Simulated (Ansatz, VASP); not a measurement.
Mo: VASP beside Ansatz

INCAR

```
PREC = Accurate
ENCUT = 520
EDIFF = 1E-6
ISMEAR = 0
SIGMA = 0.15
LREAL = False
LASPH = True
NELM = 60
ALGO = Fast
ISIF = 2
LWAVE = False
LCHARG = False
GGA = PS
NBANDS = 13
```

KPOINTS

```
Automatic mesh
0
Gamma
  30 30 26
```

File POSCAR:

```
Mo
1.0
    2.6980964678      0.0000000000      0.0000000000
   -1.3490482339      2.3366200830      0.0000000000
    0.0000000000      0.0000000000      2.5744628187
Mo
1
Direct
    0.0000000000      0.0000000000      0.5000000000
```

Input for Ansatz:

```yaml
crystal:
  lattice:
    - [2.6980964678, 0.0, 0.0]
    - [-1.3490482339, 2.336620083, 0.0]
    - [0.0, 0.0, 2.5744628187]
  atoms:
    - { symbol: Mo, position: [0.0, 0.0, 0.5] }
basis:
  ecutwfc: 420
kpoints:
  mp_grid: { grid: [30, 30, 26] }
hamiltonian:
  xc: pbesol
scf:
  occupations: { method: gaussian, width: 0.15 }
output:
  forces: true
  stress: true
  eigenvalues: true
```

Alike in both runs: task single point; functional PBEsol; k mesh 30 × 30 × 26; occupations gaussian, width 0.15 eV; no spin polarisation.

|  | VASP | Ansatz |
| --- | --- | --- |
| version | VASP 6.6.1 | Ansatz 0.2.0 |
| potentials or method | VASP PAW PBE potentials, release 64 (Mo_sv), cutoff 520 eV | scalar-relativistic, plane waves, PAW |
| valence electrons in the cell | 14 | 14 |

```csv
,VASP,Ansatz,Ansatz less VASP
gap on the k mesh at the Fermi level (eV),none,none,-
pressure (GPa),1.5,0.9,-0.56
"traceless stress, the component that is largest in VASP (GPa)",-10.69,-10.73,-0.042
```

VASP's potentials were made for PBE, not for PBEsol. A gap of «none» marks a metal or a gap that the smearing closes.
